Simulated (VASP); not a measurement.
Input of a VASP 6.6.1 run:

File POSCAR:

```
As2Ir3
1.0
    3.5191807900      0.0000000000      0.0000000000
   -1.7595904000      3.0477016200      0.0000000000
   -1.7595904000      1.0159002000      8.2693879700
As Ir
2 3
Direct
    0.6000000000      0.4000000000      0.8000000000
    0.4000000000      0.6000000000      0.2000000000
    0.7890000000      0.2110000000      0.3670000000
    0.2110000000      0.7890000000      0.6330000000
    0.0000000000      0.0000000000      0.0000000000
```

The input INCAR.step1:

```
SYSTEM = As2Ir3
PREC = Accurate
ENCUT = 520
ISMEAR = -1
SIGMA = 0.0358
LREAL = .FALSE.
LASPH = .TRUE.
NELM = 100
NBANDS = 26
GGA = PE
ALGO = Normal
EDIFF = 1E-4
LWAVE = .TRUE.
LCHARG = .FALSE.
```

INCAR.step2

```
SYSTEM = As2Ir3
PREC = Accurate
ENCUT = 520
EDIFF = 1E-7
ISMEAR = -1
SIGMA = 0.0358
LREAL = .FALSE.
LASPH = .TRUE.
NELM = 100
ALGO = Normal
ISIF = 2
LWAVE = .FALSE.
LCHARG = .FALSE.
METAGGA = R2SCAN
LMIXTAU = .TRUE.
NBANDS = 26
ISTART = 1
```

Contents of KPOINTS:

```
regular mesh
0
G
  10 10 10
  0 0 0
```

Potentials or basis: VASP PAW PBE potentials, release 64 (As, Ir).

Run with:

```sh
$ cat potpaw_PBE.64/As/POTCAR potpaw_PBE.64/Ir/POTCAR > POTCAR
$ cp INCAR.step1 INCAR
$ mpirun -np 1 vasp_std > vasp.out
$ cp INCAR.step2 INCAR
$ mpirun -np 1 vasp_std > vasp.out
```

Q: Predict the band gap on the k mesh.

A: Zero (an odd number of electrons rules out a gap without spin polarisation).

Q: Estimate the largest force.

A: 0.600 eV/Å.

Q: Estimate the pressure.

A: -11.4 GPa.

Stress tensor (GPa, compression positive):
```
 -9.86   0.00   0.00
  0.00  -9.86   0.00
  0.00   0.00 -14.59
```

Caveat: the cell stands under tension; the PAW data sets were made with another functional, which shifts forces and pressure a little; spin-orbit coupling is left out, which moves the levels of the heavy elements.
